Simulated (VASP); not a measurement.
# Si16Ge (a cell with a defect) in VASP: further runs, part 3 of 3

VASP 6.6.1. The steps go on from the part before.

## (7) Single point, PBE

Input file INCAR:

```
PREC = Accurate ; ENCUT = 520
EDIFF = 1E-6 ; ISMEAR = -1
SIGMA = 0.02 ; LREAL = Auto
LASPH = True ; NELM = 100
ALGO = Normal ; ISIF = 2
LWAVE = False ; LCHARG = False
GGA = PE ; NBANDS = 53
```

Input file KPOINTS:

```
regular mesh
0
Gamma
  2 2 2
```

Input file POSCAR:

```
Si16Ge
1.0
    0.0000000000      5.4300000000      5.4300000000
    5.4300000000      0.0000000000      5.4300000000
    5.4300000000      5.4300000000      0.0000000000
Si Ge
16 1
Direct
    0.0969705341     -0.1993830571      0.0980939227
    0.0429742173      0.1580386740      0.0426058932
   -0.0583885820     -0.1369337017      0.5086279926
    0.1698895028     -0.1529465930      0.7053775322
   -0.1379742173      0.5910497238      0.0551012891
    0.5350736648      0.6873020258     -0.0536556169
   -0.0426887661      0.2058931860      0.4837937385
    0.1056445672      0.4460313076      0.6929373849
    0.3068047882     -0.1961970534      0.2523664825
    0.6031860037     -0.1349355433      0.2365930018
    0.4073756906      0.0761418048      0.4579097606
    0.5856537753      0.0132780847      0.8008839779
    0.7554327808      0.1072559853     -0.0898342541
    0.7209852670      0.2173941068      0.3539134438
    0.4535267035      0.3550000000      0.7162154696
    0.6458839779      0.5737845304      0.6413720074
    0.2635267035      0.2936740331      0.1073204420
```

Potentials or basis: VASP PAW PBE potentials, release 64 (Si, Ge_d).

Run with:

```bash
cat potpaw_PBE.64/Si/POTCAR potpaw_PBE.64/Ge_d/POTCAR > POTCAR
mpirun -np 1 vasp_std > vasp.out
```

OUTCAR:

```text
PREC = Accurate
   ENCUT = 520
   EDIFF = 1E-6
   ISMEAR = -1
   LREAL = Auto
   LASPH = True
   NELM = 100
   ISIF = 2
   GGA = PE

 ion  position               nearest neighbor table
   1  0.097  0.801  0.098-   2 2.40   9 2.44   4 2.64   6 2.76  13 2.95   3 2.96
   2  0.043  0.158  0.043-   1 2.40  14 2.47   8 2.48  17 2.71   9 2.73   5 2.93   3 3.07  13 3.09

   3  0.942  0.863  0.509-  14 2.42   9 2.46   7 2.60   8 2.66  12 2.67   4 2.76   1 2.96   2 3.07

   4  0.170  0.847  0.705-  11 2.54   7 2.60   1 2.64   3 2.76  13 2.89  16 3.09   5 3.11
   5  0.862  0.591  0.055-  10 2.51   6 2.68  17 2.86   8 2.88   2 2.93  14 2.95   4 3.11  12 3.12

   6  0.535  0.687  0.946-  12 2.33   9 2.41  16 2.51   5 2.68   1 2.76
   7  0.957  0.206  0.484-  14 2.42   4 2.60   3 2.60  17 2.68  13 2.70  16 2.99  11 3.01
   8  0.106  0.446  0.693-  15 2.48   2 2.48   3 2.66   5 2.88
   9  0.307  0.804  0.252-   6 2.41   1 2.44   3 2.46  10 2.48   2 2.73  12 3.10
  10  0.603  0.865  0.237-  11 2.35  13 2.39   9 2.48   5 2.51  16 2.85  12 3.00
  11  0.407  0.076  0.458-  10 2.35   4 2.54  14 2.73  17 2.81   7 3.01
  12  0.586  0.013  0.801-  15 2.15   6 2.33  13 2.36   3 2.67  14 2.83  10 3.00   9 3.10   5 3.12

  13  0.755  0.107  0.910-  12 2.36  10 2.39   7 2.70  15 2.72   4 2.89   1 2.95  16 3.02   2 3.09

  14  0.721  0.217  0.354-   3 2.42   7 2.42   2 2.47  11 2.73  12 2.83  15 2.85   5 2.95
  15  0.454  0.355  0.716-  12 2.15  16 2.45   8 2.48  17 2.50  13 2.72  14 2.85
  16  0.646  0.574  0.641-  15 2.45   6 2.51  10 2.85   7 2.99  13 3.02   4 3.09
  17  0.264  0.294  0.107-  15 2.50   7 2.68   2 2.71  11 2.81   5 2.86

  LATTYP: Found a face centered cubic cell.
 ALAT       =    10.8600000000

  Lattice vectors:

 A1 = (   0.0000000000,   5.4300000000,   5.4300000000)
 A2 = (   5.4300000000,   0.0000000000,   5.4300000000)
 A3 = (   5.4300000000,   5.4300000000,   0.0000000000)

Analysis of symmetry for initial positions (statically):
=====================================================================
 Subroutine PRICEL returns:
 Original cell was already a primitive cell.

 Routine SETGRP: Setting up the symmetry group for a
 face centered cubic supercell.

 Subroutine GETGRP returns: Found  1 space group operations
 (whereof  1 operations were pure point group operations)
 out of a pool of 48 trial point group operations.

The static configuration has the point symmetry C_1 .

Analysis of symmetry for dynamics (positions and initial velocities):
=====================================================================
 Subroutine PRICEL returns:
 Original cell was already a primitive cell.

 Routine SETGRP: Setting up the symmetry group for a
 face centered cubic supercell.

 Subroutine GETGRP returns: Found  1 space group operations
 (whereof  1 operations were pure point group operations)
 out of a pool of 48 trial point group operations.

The dynamic configuration has the point symmetry C_1 .

 Subroutine INISYM returns: Found  1 space group operations
 (whereof  1 operations are pure point group operations),
 and found     1 'primitive' translations

[... 80 lines left out ...]
            Coordinates               Weight
  0.000000  0.000000  0.000000      1.000000
  0.500000  0.000000  0.000000      1.000000
  0.000000  0.500000  0.000000      1.000000
  0.000000  0.000000  0.500000      1.000000
  0.500000  0.500000  0.500000      1.000000
  0.500000  0.500000  0.000000      1.000000
  0.000000  0.500000  0.500000      1.000000
  0.500000  0.000000  0.500000      1.000000
   k-points           NKPTS =      8   k-points in BZ     NKDIM =      8   number of bands    NBANDS=     53
   number of dos      NEDOS =    301   number of ions     NIONS =     17
   total plane-waves  NPLWV = 216000
   dimension x,y,z NGX =    60 NGY =   60 NGZ =   60
   dimension x,y,z NGXF=   120 NGYF=  120 NGZF=  120
   ions per type =              16   1
   NGX,Y,Z   is equivalent  to a cutoff of  12.99, 12.99, 12.99 a.u.
   NGXF,Y,Z  is equivalent  to a cutoff of  25.98, 25.98, 25.98 a.u.
 SYSTEM =  unknown system
   PREC   = accura    normal or accurate (medium, high low for compatibility)
   ISTART =      0    job   : 0-new  1-cont  2-samecut
   ICHARG =      2    charge: 1-file 2-atom 10-const
   ISPIN  =      1    spin polarized calculation?
   LNONCOLLINEAR =      F non collinear calculations
   LSORBIT =      F    spin-orbit coupling
   LASPH  =      T    aspherical Exc in radial PAW
   ENCUT  =  520.0 eV  38.22 Ry    6.18 a.u.  14.28 14.28 14.28*2*pi/ulx,y,z
   NELM   =    100;   NELMIN=  2; NELMDL= -5     # of ELM steps
   EDIFF  = 0.1E-05   stopping-criterion for ELM
   LREAL  =      T    real-space projection
   EDIFFG = 0.1E-04   stopping-criterion for IOM
   NSW    =      0    number of steps for IOM
   IBRION =     -1    ionic relax: 0-MD 1-quasi-New 2-CG
   NFREE  =      0    steps in history (QN), initial steepest desc. (CG)
   ISIF   =      2    stress and relaxation
   ISYM   =      2    0-nonsym 1-usesym 2-fastsym
   POTIM  = 0.5000    time-step for ionic-motion
   TEBEG  =    0.0;   TEEND  =   0.0 temperature during run
   PSTRESS=    0.0 pullay stress
   NELECT =      78.0000    total number of electrons
   NUPDOWN=      -1.0000    fix difference up-down
   EMIN   =  10.00;   EMAX   =-10.00  energy-range for DOS
   EFERMI =   0.00;   METHOD = LEGACY
   ISMEAR =    -1;   SIGMA  =   0.02  broadening in eV -4-tet -1-fermi 0-gaus
   EFERMI_NEDOS =   21; number of points for ismear=-14 and -15
   IALGO  =     38    algorithm
   IMIX   =      4    mixing-type and parameters
     AMIX     =   0.40;   BMIX     =  1.00
     AMIX_MAG =   1.60;   BMIX_MAG =  1.00
  volume/ion in A,a.u.               =      18.84       127.11
  Fermi-wavevector in a.u.,A,eV,Ry     =   1.022421  1.932096 14.222785  1.045345
  Thomas-Fermi vector in A             =   2.156100
   LORBIT       =      0    0 simple, 1 ext, 2 COOP (PROOUT), +10 PAW based schemes
   GGA     = PE    functional components
   LHFCALC =     F    Hartree Fock is set to
   AEXX    =    0.0000 exact exchange contribution
   IVDW    =     0    specifies the selected vdW correction
   LEPSILON=     F    determine dielectric tensor
   LRPA    =     F    only Hartree local field effects (RPA)
 non-spin polarized calculation
  energy-cutoff  :      520.00
  volume of cell :      320.21
 maximum number of plane-waves:      8646
 NGX is ok and might be reduce to    60
   NGX = 29   NGY = 29   NGZ = 29

 number of electron      78.0000000 magnetization

 Free energy of the ion-electron system (eV)
  ---------------------------------------------------
  ext. energy  EPLUGINS =         0.00000000
  ---------------------------------------------------
  free energy    TOTEN  =       -80.63934148 eV

  energy without entropy =      -80.62875557  energy(sigma->0) =      -80.63404852

 E-fermi :   6.5911     XC(G=0):  -9.9986

 val. band max:        6.5664753466   @ k =   0.5000   0.5000   0.0000
 cond. band min:       6.6264284341   @ k =   0.5000   0.5000   0.0000
 fundamental gap:      0.0599530875
 Fermi energy:         6.5911365817

 k-point     1 :       0.0000    0.0000    0.0000
  band No.  band energies     occupation
      1     -17.9416      2.00000
      2     -17.9328      2.00000
      3     -17.9149      2.00000
      4     -17.8931      2.00000
      5     -17.8826      2.00000
      6      -6.2747      2.00000
[... 421 lines left out ...]
     50       9.8546      0.00000
     51       9.9387      0.00000
 [bands above 51 left out]

------------------------ aborting loop because EDIFF is reached ----------------------------------------

  FORCE on cell =-STRESS in cart. coord.  units (eV):
  Direction    XX          YY          ZZ          XY          YZ          ZX
  --------------------------------------------------------------------------------------
  -------------------------------------------------------------------------------------
  Total       -3.4395174     -7.9702713     -3.2953819     -0.1896017     -1.9833369      2.5937122
  in kB      -17.2099105    -39.8799128    -16.4887164     -0.9486876     -9.9237906     12.9778540
  external PRESSURE =     -24.5261799 kB  Pullay stress =       0.0000000 kB

 VOLUME and BASIS-vectors are now :
 -----------------------------------------------------------------------------
  energy-cutoff  :      520.00
  volume of cell :      320.21
      direct lattice vectors                 reciprocal lattice vectors
     0.000000000  5.430000000  5.430000000    -0.092081031  0.092081031  0.092081031
     5.430000000  0.000000000  5.430000000     0.092081031 -0.092081031  0.092081031
     5.430000000  5.430000000  0.000000000     0.092081031  0.092081031 -0.092081031

 POSITION                                       TOTAL-FORCE (eV/Angst)
 -----------------------------------------------------------------------------------
      4.88000      1.05920      4.87390        -0.514614     -0.798534     -0.316736
      1.08950      0.46470      1.09150         0.119369     -0.003834      0.039231
      7.44830      7.87480      9.79940        -0.427242      0.797459     -0.239618
      8.42970      4.75270      5.52200         0.416250     -0.227747     -0.503400
      3.50860      4.98000      7.89020        -0.587431     -0.166160     -0.103678
      8.87070      8.04410      6.63750        -0.494980      0.056658     -0.337097
[... 9 lines left out ...]
      6.59830      6.98980      6.62280        -0.586587      0.078166     -0.026719
      2.17740      2.01370      3.02560         0.820110      0.325293     -0.544717
 -----------------------------------------------------------------------------------
    total drift:                                0.001410      0.004070     -0.001665

  FREE ENERGIE OF THE ION-ELECTRON SYSTEM (eV)
  ---------------------------------------------------
  free  energy   TOTEN  =       -80.6393414759 eV

  energy  without entropy=      -80.6287555673  energy(sigma->0) =      -80.63404852
```

Wall time 2.3 min (1 thread of Intel Xeon 6975P-C (Granite Rapids), shared host); peak memory 0.48 GiB.

What came out:

* Free energy: -80.6393 eV
* Pressure: -2.5 GPa
* Largest force: 3.086 eV/Å
* Band gap on the k mesh: zero (band 39 reaches 6.64 eV, above the bottom of band 40 at 6.55 eV)

Forces on the atoms (eV/Å):
```
Si  -0.515 -0.799 -0.317
Si   0.119 -0.004  0.039
Si  -0.427  0.797 -0.240
Si   0.416 -0.228 -0.503
Si  -0.587 -0.166 -0.104
Si  -0.495  0.057 -0.337
Si   0.541  0.452  0.269
Si   0.561  0.062 -0.040
Si   0.532  0.304  0.484
Si  -0.248  0.490 -0.702
Si   0.577 -0.128  0.512
Si  -2.159  0.951 -1.441
Si  -0.342  0.657  1.517
Si   0.227 -0.743 -0.189
Si   1.566 -2.106  1.623
Si  -0.587  0.078 -0.027
Ge   0.820  0.325 -0.545
```

Levels at points of the mesh, in eV from the Fermi level:
```
           k point  band 37  band 38  band 39  band 40  band 41  band 42
(0.00, 0.00, 0.00)    -0.16    -0.13     0.05     0.28     0.31     0.63
(0.50, 0.00, 0.00)    -0.76    -0.45    -0.11     0.37     0.61     0.84
(0.00, 0.50, 0.00)    -0.69    -0.60    -0.37    -0.04     0.32     0.48
(0.00, 0.00, 0.50)    -0.63    -0.56    -0.10     0.26     0.71     0.95
(0.50, 0.50, 0.50)    -0.77    -0.56    -0.32     0.15     0.35     0.59
(0.50, 0.50, 0.00)    -0.65    -0.27    -0.02     0.04     0.35     0.84
(0.00, 0.50, 0.50)    -0.66    -0.33    -0.21     0.04     0.54     0.73
(0.50, 0.00, 0.50)    -0.51    -0.31    -0.08     0.23     0.40     0.69
```

Caveat: the k points lie up to 0.50 Å⁻¹ apart.
